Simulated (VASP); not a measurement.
# Pt (Pm-3m) in VASP: further runs

The runs below take Pt through single point, with PBE.

Everything below comes from runs of VASP 6.6.1. Logs are shortened: lines on timing, memory, paths and dates and some standing lists are left out, and cuts for length are marked.

## Step 1: The cell of the first run

The structure is cubic, space group Pm-3m (No. 221). Conventional cell: a = 2.516 Å, b = 2.516 Å, c = 2.516 Å, α = 90.00°, β = 90.00°, γ = 90.00°. Pt (site symmetry m-3m) has 6 Pt at 2.52 Å within 3.3 Å.

## Step 2: Single point, PBE (volume scaled by 0.88)

INCAR reads:

```
SYSTEM = Pt
PREC     = Accurate       ! precision mode
ENCUT    = 520            ! plane-wave cutoff, eV
EDIFF    = 1E-6           ! SCF threshold, eV
ISMEAR   = -1             ! smearing method
SIGMA    = 0.1            ! smearing width, eV
LREAL    = .FALSE.        ! projectors in reciprocal space
LASPH    = .TRUE.         ! aspherical terms in the spheres
NELM     = 60             ! most SCF steps
ALGO     = Normal         ! electronic algorithm
ISIF     = 2              ! what is computed and relaxed
LWAVE    = .FALSE.        ! write WAVECAR
LCHARG   = .FALSE.        ! write CHGCAR
GGA      = PE             ! functional
NBANDS   = 11             ! bands
```

KPOINTS reads:

```
Automatic mesh
0
G
  13 13 13
  0 0 0
```

POSCAR reads:

```
Pt
1.0
    2.5160182535      0.0000000000      0.0000000000
    0.0000000000      2.5160182535      0.0000000000
    0.0000000000      0.0000000000      2.5160182535
Pt
1
Direct
    0.0000000000      0.0000000000      0.0000000000
```

Potentials or basis: VASP PAW PBE potentials, release 64 (Pt).

The run is started by

```sh
cat potpaw_PBE.64/Pt/POTCAR > POTCAR
mpirun -np 1 vasp_std > vasp.out
```

OUTCAR:

```text
SYSTEM = Pt
   PREC = Accurate
   ENCUT = 520
   EDIFF = 1E-6
   ISMEAR = -1
   LREAL = .FALSE.
   LASPH = .TRUE.
   NELM = 60
   ISIF = 2
   GGA = PE

 ion  position               nearest neighbor table
   1  0.000  0.000  0.000-

  LATTYP: Found a simple cubic cell.
 ALAT       =     2.5160182535

  Lattice vectors:

 A1 = (   2.5160182535,   0.0000000000,   0.0000000000)
 A2 = (   0.0000000000,   2.5160182535,   0.0000000000)
 A3 = (   0.0000000000,   0.0000000000,   2.5160182535)

Analysis of symmetry for initial positions (statically):
=====================================================================
 Subroutine PRICEL returns:
 Original cell was already a primitive cell.

 Routine SETGRP: Setting up the symmetry group for a
 simple cubic supercell.

 Subroutine GETGRP returns: Found 48 space group operations
 (whereof 48 operations were pure point group operations)
 out of a pool of 48 trial point group operations.

The static configuration has the point symmetry O_h .

Analysis of symmetry for dynamics (positions and initial velocities):
=====================================================================
 Subroutine PRICEL returns:
 Original cell was already a primitive cell.

 Routine SETGRP: Setting up the symmetry group for a
 simple cubic supercell.

 Subroutine GETGRP returns: Found 48 space group operations
 (whereof 48 operations were pure point group operations)
 out of a pool of 48 trial point group operations.

The dynamic configuration has the point symmetry O_h .

 Subroutine INISYM returns: Found 48 space group operations
 (whereof 48 operations are pure point group operations),
 and found     1 'primitive' translations

----------------------------------------------------------------------------------------

                                     Primitive cell

  volume of cell :      15.9273

  direct lattice vectors                    reciprocal lattice vectors
     2.516018253  0.000000000  0.000000000     0.397453396  0.000000000  0.000000000
     0.000000000  2.516018253  0.000000000     0.000000000  0.397453396  0.000000000
     0.000000000  0.000000000  2.516018253     0.000000000  0.000000000  0.397453396

  length of vectors
     2.516018253  2.516018253  2.516018253     0.397453396  0.397453396  0.397453396

  position of ions in fractional coordinates (direct lattice)
     0.000000000  0.000000000  0.000000000

  ion indices of the primitive-cell ions
   primitive index   ion index
                 1           1

----------------------------------------------------------------------------------------

 KPOINTS: Automatic mesh

Automatic generation of k-mesh.
 Grid dimensions read from file:
 generate k-points for:   13   13   13

 Generating k-lattice:

  Cartesian coordinates                     Fractional coordinates (reciprocal lattice)
     0.030573338  0.000000000  0.000000000     0.076923077  0.000000000  0.000000000
     0.000000000  0.030573338  0.000000000     0.000000000  0.076923077  0.000000000
     0.000000000  0.000000000  0.030573338     0.000000000  0.000000000  0.076923077

  Length of vectors
     0.030573338  0.030573338  0.030573338

  Shift w.r.t. Gamma in fractional coordinates (k-lattice)
     0.000000000  0.000000000  0.000000000

 Subroutine IBZKPT returns following result:
 ===========================================

 Found     84 irreducible k-points:

 Following reciprocal coordinates:
            Coordinates               Weight
  0.000000  0.000000  0.000000      1.000000
  0.076923  0.000000  0.000000      6.000000
  0.153846  0.000000  0.000000      6.000000
  0.230769  0.000000  0.000000      6.000000
  0.307692  0.000000  0.000000      6.000000
  0.384615  0.000000  0.000000      6.000000
[... 16 lines left out ...]
  0.307692  0.307692  0.000000     12.000000
  0.384615  0.307692  0.000000     24.000000
 [... further k-points ...]
   k-points           NKPTS =     84   k-points in BZ     NKDIM =     84   number of bands    NBANDS=     11
   number of dos      NEDOS =    301   number of ions     NIONS =      1
   total plane-waves  NPLWV =   8000
   dimension x,y,z NGX =    20 NGY =   20 NGZ =   20
   dimension x,y,z NGXF=    40 NGYF=   40 NGZF=   40
   ions per type =               1
   NGX,Y,Z   is equivalent  to a cutoff of  13.22, 13.22, 13.22 a.u.
   NGXF,Y,Z  is equivalent  to a cutoff of  26.43, 26.43, 26.43 a.u.
 SYSTEM =  Pt
   PREC   = accura    normal or accurate (medium, high low for compatibility)
   ISTART =      0    job   : 0-new  1-cont  2-samecut
   ICHARG =      2    charge: 1-file 2-atom 10-const
   ISPIN  =      1    spin polarized calculation?
   LNONCOLLINEAR =      F non collinear calculations
   LSORBIT =      F    spin-orbit coupling
   LASPH  =      T    aspherical Exc in radial PAW
   ENCUT  =  520.0 eV  38.22 Ry    6.18 a.u.   4.68  4.68  4.68*2*pi/ulx,y,z
   NELM   =     60;   NELMIN=  2; NELMDL= -5     # of ELM steps
   EDIFF  = 0.1E-05   stopping-criterion for ELM
   LREAL  =      F    real-space projection
   EDIFFG = 0.1E-04   stopping-criterion for IOM
   NSW    =      0    number of steps for IOM
   IBRION =     -1    ionic relax: 0-MD 1-quasi-New 2-CG
   NFREE  =      0    steps in history (QN), initial steepest desc. (CG)
   ISIF   =      2    stress and relaxation
   ISYM   =      2    0-nonsym 1-usesym 2-fastsym
   POTIM  = 0.5000    time-step for ionic-motion
   TEBEG  =    0.0;   TEEND  =   0.0 temperature during run
   PSTRESS=    0.0 pullay stress
   NELECT =      10.0000    total number of electrons
   NUPDOWN=      -1.0000    fix difference up-down
   EMIN   =  10.00;   EMAX   =-10.00  energy-range for DOS
   EFERMI =   0.00;   METHOD = LEGACY
   ISMEAR =    -1;   SIGMA  =   0.10  broadening in eV -4-tet -1-fermi 0-gaus
   EFERMI_NEDOS =   21; number of points for ismear=-14 and -15
   IALGO  =     38    algorithm
   IMIX   =      4    mixing-type and parameters
     AMIX     =   0.40;   BMIX     =  1.00
     AMIX_MAG =   1.60;   BMIX_MAG =  1.00
  volume/ion in A,a.u.               =      15.93       107.48
  Fermi-wavevector in a.u.,A,eV,Ry     =   1.401827  2.649069 26.737061  1.965119
  Thomas-Fermi vector in A             =   2.524649
   LORBIT       =      0    0 simple, 1 ext, 2 COOP (PROOUT), +10 PAW based schemes
   GGA     = PE    functional components
   LHFCALC =     F    Hartree Fock is set to
   AEXX    =    0.0000 exact exchange contribution
   IVDW    =     0    specifies the selected vdW correction
   LEPSILON=     F    determine dielectric tensor
   LRPA    =     F    only Hartree local field effects (RPA)
 non-spin polarized calculation
  energy-cutoff  :      520.00
  volume of cell :       15.93
 maximum number of plane-waves:       449
 NGX is ok and might be reduce to    20
   NGX =  9   NGY =  9   NGZ =  9

 number of electron      10.0000003 magnetization

 Free energy of the ion-electron system (eV)
  ---------------------------------------------------
  ext. energy  EPLUGINS =         0.00000000
  ---------------------------------------------------
  free energy    TOTEN  =        -5.48552982 eV

  energy without entropy =       -5.45166835  energy(sigma->0) =       -5.46859909

 E-fermi :  10.3592     XC(G=0): -13.0086

 val. band max:       10.3458019880   @ k =   0.3846   0.1538   0.0000
 cond. band min:      10.3797310959   @ k =   0.3846   0.3846   0.1538
 fundamental gap:      0.0339291079
 Fermi energy:        10.3591562697

 k-point     1 :       0.0000    0.0000    0.0000
  band No.  band energies     occupation
      1       0.7276      2.00000
      2       3.5613      2.00000
      3       3.5613      2.00000
      4      10.7324      0.04676
      5      10.7324      0.04676
      6      10.7324      0.04676
      7      26.1808      0.00000
      8      26.1808      0.00000
      9      26.1808      0.00000
     10      32.5966      0.00000
     11      35.4031      0.00000

 k-point     2 :       0.0769    0.0000    0.0000
  band No.  band energies     occupation
      1       0.9148      2.00000
      2       3.5984      2.00000
      3       3.7419      2.00000
      4      10.5412      0.27874
      5      10.5412      0.27873
      6      10.7471      0.04051
      7      25.0009      0.00000
      8      26.5263      0.00000
      9      26.5263      0.00000
     10      33.3381      0.00000
     11      33.9940      0.00000

 k-point     3 :       0.1538    0.0000    0.0000
  band No.  band energies     occupation
      1       1.4146      2.00000
      2       3.7029      2.00000
      3       4.3073      2.00000
      4      10.0453      1.91689
      5      10.0453      1.91688
      6      10.7881      0.02705
      7      22.7477      0.00000
      8      27.4664      0.00000
      9      27.4664      0.00000
     10      31.8839      0.00000
     11      33.8778      0.00000

 k-point     4 :       0.2308    0.0000    0.0000
  band No.  band energies     occupation
      1       2.0699      2.00000
      2       3.8545      2.00000
      3       5.2941      2.00000
      4       9.4141      1.99984
      5       9.4141      1.99984
      6      10.8465      0.01518
      7      20.4458      0.00000
      8      28.7789      0.00000
      9      28.7789      0.00000
     10      29.9812      0.00000
     11      33.7715      0.00000

 k-point     5 :       0.3077    0.0000    0.0000
  band No.  band energies     occupation
      1       2.7175      2.00000
      2       4.0211      2.00000
      3       6.6396      2.00000
      4       8.8108      2.00000
      5       8.8108      2.00000
      6      10.9092      0.00813
      7      18.3946      0.00000
      8      28.4541      0.00000
      9      30.2194      0.00000
     10      30.2194      0.00000
     11      33.0002      0.00000
[... 211 lines left out ...]
 k-point    21 :       0.3846    0.2308    0.0000
  band No.  band energies     occupation
      1       4.0709      2.00000
      2       5.1643      2.00000
      3       6.6773      2.00000
      4       8.5529      2.00000
      5       9.7680      1.99460
      6      10.2604      1.45718
      7      17.8654      0.00000
      8      25.0010      0.00000
      9      28.6507      0.00000
     10      32.0188      0.00000
     11      34.5747      0.00000

 k-point    22 :       0.4615    0.2308    0.0000
  band No.  band energies     occupation
      1       4.2925      2.00000
      2       5.0736      2.00000
      3       6.6269      2.00000
      4       8.3168      2.00000
      5       9.8097      1.99181
      6      12.0488      0.00000
      7      16.0249      0.00000
      8      26.3670      0.00000
      9      27.6929      0.00000
     10      30.1994      0.00000
     11      35.9181      0.00000

 k-point    23 :       0.3077    0.3077    0.0000
  band No.  band energies     occupation
      1       4.0230      2.00000
      2       4.9476      2.00000
      3       7.8319      2.00000
      4       9.0172      2.00000
      5       9.0918      1.99999
      6       9.2048      1.99998
      7      19.9507      0.00000
      8      22.5853      0.00000
      9      29.0210      0.00000
     10      34.1596      0.00000
     11      34.4111      0.00000

 k-point    24 :       0.3846    0.3077    0.0000
  band No.  band energies     occupation
      1       4.2224      2.00000
      2       4.6312      2.00000
      3       8.3520      2.00000
      4       8.6637      2.00000
      5       9.2086      1.99998
      6      10.8059      0.02268
      7      18.1961      0.00000
      8      23.2839      0.00000
      9      27.9376      0.00000
     10      32.2170      0.00000
     11      35.1370      0.00000

 [... further k-points ...]
[... 5 lines left out ...]
  --------------------------------------------------------------------------------------
  -------------------------------------------------------------------------------------
  Total        3.2137556      3.2137556      3.2137556      0.0000000      0.0000000      0.0000000
  in kB      323.2824012    323.2824012    323.2824012      0.0000000      0.0000000      0.0000000
  external PRESSURE =     323.2824012 kB  Pullay stress =       0.0000000 kB

 VOLUME and BASIS-vectors are now :
 -----------------------------------------------------------------------------
  energy-cutoff  :      520.00
  volume of cell :       15.93
      direct lattice vectors                 reciprocal lattice vectors
     2.516018253  0.000000000  0.000000000     0.397453396  0.000000000  0.000000000
     0.000000000  2.516018253  0.000000000     0.000000000  0.397453396  0.000000000
     0.000000000  0.000000000  2.516018253     0.000000000  0.000000000  0.397453396

 POSITION                                       TOTAL-FORCE (eV/Angst)
 -----------------------------------------------------------------------------------
      0.00000      0.00000      0.00000         0.000000      0.000000      0.000000
 -----------------------------------------------------------------------------------
    total drift:                                0.000000      0.000000      0.000000

  FREE ENERGIE OF THE ION-ELECTRON SYSTEM (eV)
  ---------------------------------------------------
  free  energy   TOTEN  =        -5.4855298244 eV

  energy  without entropy=       -5.4516683499  energy(sigma->0) =       -5.46859909
```

Wall time 6.4 s (1 thread of Intel Xeon Platinum 8488C (Sapphire Rapids), shared host); peak memory 0.13 GiB.

Results:

- Free energy: -5.4855 eV
- Pressure: 32.3 GPa
- Band gap on the k mesh: zero (band 5 reaches 12.59 eV, above the bottom of band 6 at 9.09 eV)

Caveat: spin-orbit coupling is left out, which moves the levels of the heavy elements.

## Step 3: Single point, PBE (volume scaled by 0.92)

INCAR reads:

```
SYSTEM = Pt
  PREC = Accurate
  ENCUT = 520
  EDIFF = 1E-7
  ISMEAR = -1
  SIGMA = 0.1
  LREAL = .FALSE.
  LASPH = .TRUE.
  NELM = 80
  ALGO = Normal
  ISIF = 2
  LWAVE = .FALSE.
  LCHARG = .FALSE.
  GGA = PE
  NBANDS = 11
```

KPOINTS reads:

```
regular mesh
0
G
  13 13 13
  0 0 0
```

POSCAR reads:

```
Pt
1.0
    2.5535763020      0.0000000000      0.0000000000
    0.0000000000      2.5535763020      0.0000000000
    0.0000000000      0.0000000000      2.5535763020
Pt
1
Direct
    0.0000000000      0.0000000000      0.0000000000
```

Potentials or basis: VASP PAW PBE potentials, release 64 (Pt).

The run is started by

```sh
cat potpaw_PBE.64/Pt/POTCAR > POTCAR
mpirun -np 1 vasp_std > vasp.out
```

Wall time 7 s (1 thread of Intel Xeon Platinum 8488C (Sapphire Rapids), shared host); peak memory 0.13 GiB.

It converged, with:

| Property | Result |
| --- | --- |
| Free energy | -5.5994 eV |
| Pressure | 18.4 GPa |
| Band gap on the k mesh | zero (band 5 reaches 11.62 eV, above the bottom of band 6 at 8.38 eV) |

Levels at points of the mesh, in eV from the Fermi level:
```csv
k point,band 1,band 2,band 3,band 4,band 5,band 6,band 7,band 8,band 9,band 10
"(0.00, 0.00, 0.00)",-9.18,-6.37,-6.37,0.33,0.33,0.33,15.59,15.59,15.59,21.74
```

Caveat: spin-orbit coupling is left out, which moves the levels of the heavy elements.
